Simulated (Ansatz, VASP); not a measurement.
# Pt2F: VASP beside Ansatz

INCAR

```
SYSTEM = Pt2F
PREC = Accurate ; ENCUT = 600
EDIFF = 1E-6 ; ISMEAR = 0
SIGMA = 0.1 ; LREAL = .False.
LASPH = .True. ; NELM = 100
ALGO = Normal ; ISIF = 3
LWAVE = .False. ; LCHARG = .False.
GGA = PE ; IBRION = 2
NSW = 100 ; EDIFFG = -0.01
```

File KPOINTS:

```
Automatic mesh
0
Gamma
  14 14 14
  0 0 0
```

Contents of POSCAR:

```
Pt2F
1.0
    0.0000000000      2.8508119794      2.8508119794
    2.8508119794      0.0000000000      2.8508119794
    2.8508119794      2.8508119794      0.0000000000
Pt F
2 1
Direct
    0.2500000000      0.2500000000      0.2500000000
    0.7500000000      0.7500000000      0.7500000000
    0.0000000000      0.0000000000      0.0000000000
```

Input for Ansatz:

```yaml
crystal:
  lattice:
    - [0.0, 2.8508119794, 2.8508119794]
    - [2.8508119794, 0.0, 2.8508119794]
    - [2.8508119794, 2.8508119794, 0.0]
  atoms:
    - { symbol: Pt, position: [0.25, 0.25, 0.25] }
    - { symbol: Pt, position: [0.75, 0.75, 0.75] }
    - { symbol: F, position: [0.0, 0.0, 0.0] }
basis:
  ecutwfc: 420
kpoints:
  mp_grid: { grid: [14, 14, 14] }
hamiltonian:
  xc: pbe
scf:
  occupations: { method: gaussian, width: 0.1 }
output:
  forces: true
  stress: true
  eigenvalues: true
relax:
  adjacent_minimum: "off"
  f_tol: 0.01
  max_steps: 80
  cell: { stress_tol: 0.05 }
```

Change from the starting cell: species swapped into the In2Pt type (Fm-3m, No. 225).

Alike in both runs: task relaxation of cell and atoms; functional PBE; k mesh 14 × 14 × 14; occupations gaussian, width 0.1 eV; no spin polarisation.

```csv
,VASP,Ansatz
version,VASP 6.6.1,Ansatz 0.2.0
potentials or method,"VASP PAW PBE potentials, release 64 (Pt, F), cutoff 600 eV","scalar-relativistic, plane waves, PAW"
valence electrons in the cell,27,43
```

|  | VASP | Ansatz | Ansatz less VASP |
| --- | --- | --- | --- |
| gap on the k mesh at the Fermi level, each at its own relaxed structure (eV) | none | none | - |
| relaxed volume (Å³/atom) | 15.45 | 15.47 | +0.026 |
| relaxed cell length with the largest relative difference (Å) | 4.032 | 4.034 | +0.0023 |

A gap of «none» marks a metal or a gap that the smearing closes. VASP's potentials hold 27 valence electrons a cell and Ansatz's 43, so a difference there can come from the potentials and not from the codes.

Neither program's run includes spin-orbit coupling. Noted on VASP's run: the relaxation stopped at its first step, so nothing moved.
